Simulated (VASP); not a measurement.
# ZnSe (F-43m) in VASP: a series of runs, part 2 of 3

VASP 6.6.1. The steps go on from the part before.

## 4. Single point, PBE

This run uses another cell than the first one, of 23.66 Å³/atom, 1.041 times its volume.

INCAR

```
PREC = Accurate ; ENCUT = 500
EDIFF = 1E-6 ; ISMEAR = 0
SIGMA = 0.1 ; LREAL = False
LASPH = True ; NELM = 120
ALGO = Normal ; ISIF = 2
LWAVE = False ; LCHARG = True
GGA = PE ; LELF = True
LVHAR = True ; NBANDS = 16
GGA_COMPAT = False
```

KPOINTS

```
Automatic mesh
0
Gamma
  4 4 4
```

POSCAR

```
ZnSe
1.0
    0.0000000000      2.8707325699      2.8707325699
    2.8707325699      0.0000000000      2.8707325699
    2.8707325699      2.8707325699      0.0000000000
Zn Se
1 1
Direct
    0.0000000000      0.0000000000      0.0000000000
    0.7500000000      0.7500000000      0.7500000000
```

Potentials or basis: VASP PAW PBE potentials, release 64 (Zn, Se).

Command:

```console
$ cat potpaw_PBE.64/Zn/POTCAR potpaw_PBE.64/Se/POTCAR > POTCAR
$ mpirun -np 1 vasp_std > vasp.out
```

OUTCAR:

```text
PREC = Accurate
   ENCUT = 500
   EDIFF = 1E-6
   ISMEAR = 0
   LREAL = False
   LASPH = True
   NELM = 120
   ISIF = 2
   GGA = PE

 ion  position               nearest neighbor table
   1  0.000  0.000  0.000-   2 2.49   2 2.49   2 2.49   2 2.49
   2  0.750  0.750  0.750-   1 2.49   1 2.49   1 2.49   1 2.49

  LATTYP: Found a face centered cubic cell.
 ALAT       =     5.7414651398

  Lattice vectors:

 A1 = (   0.0000000000,   2.8707325699,   2.8707325699)
 A2 = (   2.8707325699,   0.0000000000,   2.8707325699)
 A3 = (   2.8707325699,   2.8707325699,   0.0000000000)

Analysis of symmetry for initial positions (statically):
=====================================================================
 Subroutine PRICEL returns:
 Original cell was already a primitive cell.

 Routine SETGRP: Setting up the symmetry group for a
 face centered cubic supercell.

 Subroutine GETGRP returns: Found 24 space group operations
 (whereof 24 operations were pure point group operations)
 out of a pool of 48 trial point group operations.

The static configuration has the point symmetry T_d .

Analysis of symmetry for dynamics (positions and initial velocities):
=====================================================================
 Subroutine PRICEL returns:
 Original cell was already a primitive cell.

 Routine SETGRP: Setting up the symmetry group for a
 face centered cubic supercell.

 Subroutine GETGRP returns: Found 24 space group operations
 (whereof 24 operations were pure point group operations)
 out of a pool of 48 trial point group operations.

The dynamic configuration has the point symmetry T_d .

 Subroutine INISYM returns: Found 24 space group operations
 (whereof 24 operations are pure point group operations),
 and found     1 'primitive' translations

----------------------------------------------------------------------------------------

                                     Primitive cell

  volume of cell :      47.3160

  direct lattice vectors                    reciprocal lattice vectors
     0.000000000  2.870732570  2.870732570    -0.174171570  0.174171570  0.174171570
     2.870732570  0.000000000  2.870732570     0.174171570 -0.174171570  0.174171570
     2.870732570  2.870732570  0.000000000     0.174171570  0.174171570 -0.174171570

  length of vectors
     4.059828934  4.059828934  4.059828934     0.301674009  0.301674009  0.301674009

  position of ions in fractional coordinates (direct lattice)
     0.000000000  0.000000000  0.000000000
     0.750000000  0.750000000  0.750000000

  ion indices of the primitive-cell ions
   primitive index   ion index
                 1           1
                 2           2

----------------------------------------------------------------------------------------

 KPOINTS: Automatic mesh

Automatic generation of k-mesh.
 Grid dimensions read from file:
 generate k-points for:    4    4    4

 Generating k-lattice:

  Cartesian coordinates                     Fractional coordinates (reciprocal lattice)
    -0.043542893  0.043542893  0.043542893     0.250000000  0.000000000  0.000000000
     0.043542893 -0.043542893  0.043542893     0.000000000  0.250000000  0.000000000
     0.043542893  0.043542893 -0.043542893     0.000000000  0.000000000  0.250000000

  Length of vectors
     0.075418502  0.075418502  0.075418502

  Shift w.r.t. Gamma in fractional coordinates (k-lattice)
     0.000000000  0.000000000  0.000000000

 Subroutine IBZKPT returns following result:
 ===========================================

 Found      8 irreducible k-points:

 Following reciprocal coordinates:
            Coordinates               Weight
  0.000000  0.000000  0.000000      1.000000
  0.250000  0.000000  0.000000      8.000000
  0.500000  0.000000  0.000000      4.000000
  0.250000  0.250000  0.000000      6.000000
  0.500000  0.250000  0.000000     24.000000
 -0.250000  0.250000  0.000000     12.000000
  0.500000  0.500000  0.000000      3.000000
 -0.250000  0.500000  0.250000      6.000000
   k-points           NKPTS =      8   k-points in BZ     NKDIM =      8   number of bands    NBANDS=     16
   number of dos      NEDOS =    301   number of ions     NIONS =      2
   total plane-waves  NPLWV =  27000
   dimension x,y,z NGX =    30 NGY =   30 NGZ =   30
   dimension x,y,z NGXF=    60 NGYF=   60 NGZF=   60
   ions per type =               1   1
   NGX,Y,Z   is equivalent  to a cutoff of  12.28, 12.28, 12.28 a.u.
   NGXF,Y,Z  is equivalent  to a cutoff of  24.57, 24.57, 24.57 a.u.
 SYSTEM =  unknown system
   PREC   = accura    normal or accurate (medium, high low for compatibility)
   ISTART =      0    job   : 0-new  1-cont  2-samecut
   ICHARG =      2    charge: 1-file 2-atom 10-const
   ISPIN  =      1    spin polarized calculation?
   LNONCOLLINEAR =      F non collinear calculations
   LSORBIT =      F    spin-orbit coupling
   LASPH  =      T    aspherical Exc in radial PAW
   ENCUT  =  500.0 eV  36.75 Ry    6.06 a.u.   7.40  7.40  7.40*2*pi/ulx,y,z
   NELM   =    120;   NELMIN=  2; NELMDL= -5     # of ELM steps
   EDIFF  = 0.1E-05   stopping-criterion for ELM
   LREAL  =      F    real-space projection
   EDIFFG = 0.1E-04   stopping-criterion for IOM
   NSW    =      0    number of steps for IOM
   IBRION =     -1    ionic relax: 0-MD 1-quasi-New 2-CG
   NFREE  =      0    steps in history (QN), initial steepest desc. (CG)
   ISIF   =      2    stress and relaxation
   ISYM   =      2    0-nonsym 1-usesym 2-fastsym
   POTIM  = 0.5000    time-step for ionic-motion
   TEBEG  =    0.0;   TEEND  =   0.0 temperature during run
   PSTRESS=    0.0 pullay stress
   NELECT =      18.0000    total number of electrons
   NUPDOWN=      -1.0000    fix difference up-down
   EMIN   =  10.00;   EMAX   =-10.00  energy-range for DOS
   EFERMI =   0.00;   METHOD = LEGACY
   ISMEAR =     0;   SIGMA  =   0.10  broadening in eV -4-tet -1-fermi 0-gaus
   EFERMI_NEDOS =   21; number of points for ismear=-14 and -15
   IALGO  =     38    algorithm
   IMIX   =      4    mixing-type and parameters
     AMIX     =   0.40;   BMIX     =  1.00
     AMIX_MAG =   1.60;   BMIX_MAG =  1.00
  volume/ion in A,a.u.               =      23.66       159.65
  Fermi-wavevector in a.u.,A,eV,Ry     =   1.186214  2.241619 19.144797  1.407103
  Thomas-Fermi vector in A             =   2.322391
   LORBIT       =      0    0 simple, 1 ext, 2 COOP (PROOUT), +10 PAW based schemes
   GGA     = PE    functional components
   LHFCALC =     F    Hartree Fock is set to
   AEXX    =    0.0000 exact exchange contribution
   IVDW    =     0    specifies the selected vdW correction
   LEPSILON=     F    determine dielectric tensor
   LRPA    =     F    only Hartree local field effects (RPA)
 non-spin polarized calculation
 Gauss-broadening in eV      SIGMA  =   0.10
  energy-cutoff  :      500.00
  volume of cell :       47.32
 maximum number of plane-waves:      1243
 NGX is ok and might be reduce to    30
   NGX = 15   NGY = 15   NGZ = 15

 number of electron      18.0000016 magnetization

 Free energy of the ion-electron system (eV)
  ---------------------------------------------------
  ext. energy  EPLUGINS =         0.00000000
  ---------------------------------------------------
  free energy    TOTEN  =        -5.96901846 eV

  energy without entropy =       -5.96901846  energy(sigma->0) =       -5.96901846

 E-fermi :   1.8343     XC(G=0):  -9.1312

 val. band max:        1.3182587423   @ k =   0.0000   0.0000   0.0000
 cond. band min:       2.4405346750   @ k =   0.0000   0.0000   0.0000
 fundamental gap:      1.1222759327
 Fermi energy:         1.8343297041

 k-point     1 :       0.0000    0.0000    0.0000
  band No.  band energies     occupation
      1     -11.6944      2.00000
      2      -5.1243      2.00000
      3      -5.1243      2.00000
      4      -5.1243      2.00000
      5      -4.7917      2.00000
      6      -4.7917      2.00000
[... 8 lines left out ...]
     15      12.6795      0.00000
     16      12.6795      0.00000
[... 115 lines left out ...]
 k-point     8 :      -0.2500    0.5000    0.2500
  band No.  band energies     occupation
      1     -10.7157      2.00000
      2      -5.0103      2.00000
      3      -4.9386      2.00000
      4      -4.8184      2.00000
      5      -4.8158      2.00000
      6      -4.5194      2.00000
[... 8 lines left out ...]
     15      14.8557      0.00000
     16      15.1957      0.00000

------------------------ aborting loop because EDIFF is reached ----------------------------------------

  FORCE on cell =-STRESS in cart. coord.  units (eV):
  Direction    XX          YY          ZZ          XY          YZ          ZX
  --------------------------------------------------------------------------------------
  -------------------------------------------------------------------------------------
  Total        0.0737598      0.0737598      0.0737598      0.0000000      0.0000000      0.0000000
  in kB        2.4975947      2.4975947      2.4975947      0.0000000      0.0000000      0.0000000
  external PRESSURE =       2.4975947 kB  Pullay stress =       0.0000000 kB

 VOLUME and BASIS-vectors are now :
 -----------------------------------------------------------------------------
  energy-cutoff  :      500.00
  volume of cell :       47.32
      direct lattice vectors                 reciprocal lattice vectors
     0.000000000  2.870732570  2.870732570    -0.174171570  0.174171570  0.174171570
     2.870732570  0.000000000  2.870732570     0.174171570 -0.174171570  0.174171570
     2.870732570  2.870732570  0.000000000     0.174171570  0.174171570 -0.174171570

 POSITION                                       TOTAL-FORCE (eV/Angst)
 -----------------------------------------------------------------------------------
      0.00000      0.00000      0.00000         0.000000      0.000000      0.000000
      4.30610      4.30610      4.30610        -0.000000     -0.000000     -0.000000
 -----------------------------------------------------------------------------------
    total drift:                                0.000000      0.000000      0.000000

  FREE ENERGIE OF THE ION-ELECTRON SYSTEM (eV)
  ---------------------------------------------------
  free  energy   TOTEN  =        -5.9690184586 eV

  energy  without entropy=       -5.9690184586  energy(sigma->0) =       -5.96901846
```

Wall time 5.9 s (1 thread of AMD EPYC 9R45 (Zen 5), shared host); peak memory 0.13 GiB.

Results:

```
Free energy            : -5.9690 eV
Pressure               : 0.2 GPa
Band gap on the k mesh : 1.12 eV, direct
```

Caveat: the k points lie up to 0.47 Å⁻¹ apart.

## 5. Single point, r2SCAN

POSCAR

```
ZnSe
1.0
    0.0000000000      2.8324425407      2.8324425407
    2.8324425407      0.0000000000      2.8324425407
    2.8324425407      2.8324425407      0.0000000000
Zn Se
1 1
Direct
    0.0000000000      0.0000000000      0.0000000000
    0.7500000000      0.7500000000      0.7500000000
```

INCAR.step1

```
SYSTEM = ZnSe
PREC = Accurate
ENCUT = 550
ISMEAR = 0
SIGMA = 0.1
LREAL = .FALSE.
LASPH = .TRUE.
NELM = 120
NBANDS = 16
GGA = PE
ALGO = Normal
EDIFF = 1E-5
LWAVE = .TRUE.
LCHARG = .FALSE.
GGA_COMPAT = .FALSE.
```

INCAR.step2

```
SYSTEM = ZnSe
PREC = Accurate
ENCUT = 550
EDIFF = 1E-6
ISMEAR = 0
SIGMA = 0.1
LREAL = .FALSE.
LASPH = .TRUE.
NELM = 120
ALGO = Normal
ISIF = 2
LWAVE = .FALSE.
LCHARG = .FALSE.
METAGGA = R2SCAN
LMIXTAU = .TRUE.
NBANDS = 16
ISTART = 1
GGA_COMPAT = .FALSE.
```

KPOINTS

```
regular mesh
0
G
  2 2 2
  0 0 0
```

Potentials or basis: VASP PAW PBE potentials, release 64 (Zn, Se).

Command:

```console
$ cat potpaw_PBE.64/Zn/POTCAR potpaw_PBE.64/Se/POTCAR > POTCAR
$ cp INCAR.step1 INCAR
$ mpirun -np 1 vasp_std > vasp.out
$ cp INCAR.step2 INCAR
$ mpirun -np 1 vasp_std > vasp.out
```

OUTCAR:

```text
SYSTEM = ZnSe
   PREC = Accurate
   ENCUT = 550
   EDIFF = 1E-6
   ISMEAR = 0
   LREAL = .FALSE.
   LASPH = .TRUE.
   NELM = 120
   ISIF = 2
   METAGGA = R2SCAN
   ISTART = 1

 ion  position               nearest neighbor table
   1  0.000  0.000  0.000-   2 2.45   2 2.45   2 2.45   2 2.45
   2  0.750  0.750  0.750-   1 2.45   1 2.45   1 2.45   1 2.45

  LATTYP: Found a face centered cubic cell.
 ALAT       =     5.6648850814

  Lattice vectors:

 A1 = (   0.0000000000,   2.8324425407,   2.8324425407)
 A2 = (   2.8324425407,   0.0000000000,   2.8324425407)
 A3 = (   2.8324425407,   2.8324425407,   0.0000000000)

Analysis of symmetry for initial positions (statically):
=====================================================================
 Subroutine PRICEL returns:
 Original cell was already a primitive cell.

 Routine SETGRP: Setting up the symmetry group for a
 face centered cubic supercell.

 Subroutine GETGRP returns: Found 24 space group operations
 (whereof 24 operations were pure point group operations)
 out of a pool of 48 trial point group operations.

The static configuration has the point symmetry T_d .

Analysis of symmetry for dynamics (positions and initial velocities):
=====================================================================
 Subroutine PRICEL returns:
 Original cell was already a primitive cell.

 Routine SETGRP: Setting up the symmetry group for a
 face centered cubic supercell.

 Subroutine GETGRP returns: Found 24 space group operations
 (whereof 24 operations were pure point group operations)
 out of a pool of 48 trial point group operations.

The dynamic configuration has the point symmetry T_d .

 Subroutine INISYM returns: Found 24 space group operations
 (whereof 24 operations are pure point group operations),
 and found     1 'primitive' translations

[... 90 lines left out ...]
   IMIX   =      4    mixing-type and parameters
     AMIX     =   0.40;   BMIX     =  1.00
     AMIX_MAG =   1.60;   BMIX_MAG =  1.00
  volume/ion in A,a.u.               =      22.72       153.35
  Fermi-wavevector in a.u.,A,eV,Ry     =   1.202249  2.271922 19.665909  1.445404
  Thomas-Fermi vector in A             =   2.338036
   LORBIT       =      0    0 simple, 1 ext, 2 COOP (PROOUT), +10 PAW based schemes
   METAGGA = R2SCAN    functional components
   LHFCALC =     F    Hartree Fock is set to
   AEXX    =    0.0000 exact exchange contribution
   IVDW    =     0    specifies the selected vdW correction
   LEPSILON=     F    determine dielectric tensor
   LRPA    =     F    only Hartree local field effects (RPA)
 non-spin polarized calculation
 Gauss-broadening in eV      SIGMA  =   0.10
  energy-cutoff  :      550.00
  volume of cell :       45.45
 maximum number of plane-waves:      1363
 NGX is ok and might be reduce to    32
   NGX = 15   NGY = 15   NGZ = 15

 number of electron      17.9999990 magnetization

 Free energy of the ion-electron system (eV)
  ---------------------------------------------------
  ext. energy  EPLUGINS =         0.00000000
  ---------------------------------------------------
  free energy    TOTEN  =       -23.49909677 eV

  energy without entropy =      -23.49909677  energy(sigma->0) =      -23.49909677

 E-fermi :   2.0801     XC(G=0):  -9.8025

 val. band max:        1.6148801759   @ k =   0.0000   0.0000   0.0000
 cond. band min:       3.3659832875   @ k =   0.0000   0.0000   0.0000
 fundamental gap:      1.7511031116
 Fermi energy:         2.0801478757

 k-point     1 :       0.0000    0.0000    0.0000
  band No.  band energies     occupation
      1     -12.0382      2.00000
      2      -5.4357      2.00000
      3      -5.4357      2.00000
      4      -5.4357      2.00000
      5      -5.0572      2.00000
      6      -5.0571      2.00000
[... 34 lines left out ...]
      3      -5.1836      2.00000
      4      -5.1836      2.00000
      5      -5.0085      2.00000
      6      -4.8632      2.00000
[... 8 lines left out ...]
     15      16.0678      0.00000
     16      16.6055      0.00000

------------------------ aborting loop because EDIFF is reached ----------------------------------------

  FORCE on cell =-STRESS in cart. coord.  units (eV):
  Direction    XX          YY          ZZ          XY          YZ          ZX
  --------------------------------------------------------------------------------------
  -------------------------------------------------------------------------------------
  Total        1.6917335      1.6917335      1.6917335     -0.0000000      0.0000000      0.0000000
  in kB       59.6388437     59.6388437     59.6388437     -0.0000000      0.0000000      0.0000000
  external PRESSURE =      59.6388437 kB  Pullay stress =       0.0000000 kB

 VOLUME and BASIS-vectors are now :
 -----------------------------------------------------------------------------
  energy-cutoff  :      550.00
  volume of cell :       45.45
      direct lattice vectors                 reciprocal lattice vectors
     0.000000000  2.832442541  2.832442541    -0.176526088  0.176526088  0.176526088
     2.832442541  0.000000000  2.832442541     0.176526088 -0.176526088  0.176526088
     2.832442541  2.832442541  0.000000000     0.176526088  0.176526088 -0.176526088

 POSITION                                       TOTAL-FORCE (eV/Angst)
 -----------------------------------------------------------------------------------
      0.00000      0.00000      0.00000        -0.000000     -0.000000      0.000000
      4.24866      4.24866      4.24866         0.000000      0.000000     -0.000000
 -----------------------------------------------------------------------------------
    total drift:                                0.000000      0.000000      0.000000

  FREE ENERGIE OF THE ION-ELECTRON SYSTEM (eV)
  ---------------------------------------------------
  free  energy   TOTEN  =       -23.4990967745 eV

  energy  without entropy=      -23.4990967745  energy(sigma->0) =      -23.49909677
```

It took 29 s on 1 thread of AMD EPYC 7R13, shared host; peak memory 0.19 GiB.

Results:

```
Free energy            : -23.4991 eV
Pressure               : 6.0 GPa
Band gap on the k mesh : 1.75 eV, direct
```

Levels at points of the mesh, in eV from the valence-band top:
```csv
k point,band 7,band 8,band 9,band 10,band 11,band 12
"(0.00, 0.00, 0.00)",0.00,0.00,0.00,1.75,6.12,6.12
"(0.50, 0.00, 0.00)",-5.42,-0.90,-0.90,2.89,6.66,6.66
"(0.50, 0.50, 0.00)",-4.95,-2.28,-2.28,3.10,3.69,11.48
```

Caveat: the k points lie up to 0.96 Å⁻¹ apart; the PAW data sets were made with another functional, which shifts forces and pressure a little. r2SCAN opens gaps a little over a GGA but as a rule still falls short of measured ones.

(Part 2 of 3 ends here.)
